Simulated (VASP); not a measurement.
The system is SiC.

```
CELL_PARAMETERS angstrom
-0.06436 2.17805 2.17805
2.17805 -0.06436 2.17805
2.11369 2.11369 0.00000
ATOMIC_POSITIONS crystal
Si 0.99737 0.99737 0.00263
C 0.25263 0.25263 0.24737
```

This cell differs from its parent crystal: shear xy strain -5.9%.

Base run:

* Program: VASP 6.6.1
* Functional: PBE
* Potentials or basis: VASP PAW PBE potentials, release 64 (Si, C)
* Cutoff: 520 eV
* k mesh: 10 × 10 × 10
* Occupations: fermi-dirac, width 0.02 eV
* Spin: no spin polarisation

Its results: band gap on the k mesh 0.89 eV, indirect (least direct gap 3.84 eV); pressure 4.0 GPa.

Task: The run is repeated on the same cell with these changes: functional from PBE to r2SCAN; occupations from fermi-dirac, width 0.02 eV to gaussian, width 0.01 eV. What comes out?

Result: Band gap on the k mesh 1.24 eV, indirect (least direct gap 4.33 eV); pressure 0.4 GPa.

Caveats: the PAW data sets were made with another functional, which shifts forces and pressure a little (some runs).

A k mesh can miss the band edges.
